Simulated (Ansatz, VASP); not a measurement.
# One calculation of Mg, two programs

```
Mg
1.0
     0.00000    2.24640    2.24640
     2.24640    0.00000    2.24640
     2.24640    2.24640    0.00000
Mg
1
Direct
  0.00000 0.00000 0.00000
```

Alike in both runs: functional PBEsol; k mesh 15 × 15 × 15; occupations fermi-dirac, width 0.05 eV; no spin polarisation.

Ansatz relaxed the structure, and its values are those at the end. VASP's run is a single point on that final structure, the one shown.

```csv
,VASP,Ansatz
version,VASP 6.6.1,Ansatz 0.2.0
potentials or method,"VASP PAW PBE potentials, release 64 (Mg)","PAW with Ansatz's default frozen-core files, scalar-relativistic"
plane-wave cutoff (eV),600,420
valence electrons in the cell,2,10
```

|  | VASP | Ansatz | Ansatz less VASP |
| --- | --- | --- | --- |
| pressure (GPa) | 0.0 | 0.0 | +0.05 |

VASP's potentials were made for PBE, not for PBEsol. With one functional, cell and mesh, what is left measures potentials, basis and numerics. VASP's potentials hold 2 valence electrons a cell and Ansatz's 10, so a difference there can come from the potentials and not from the codes.
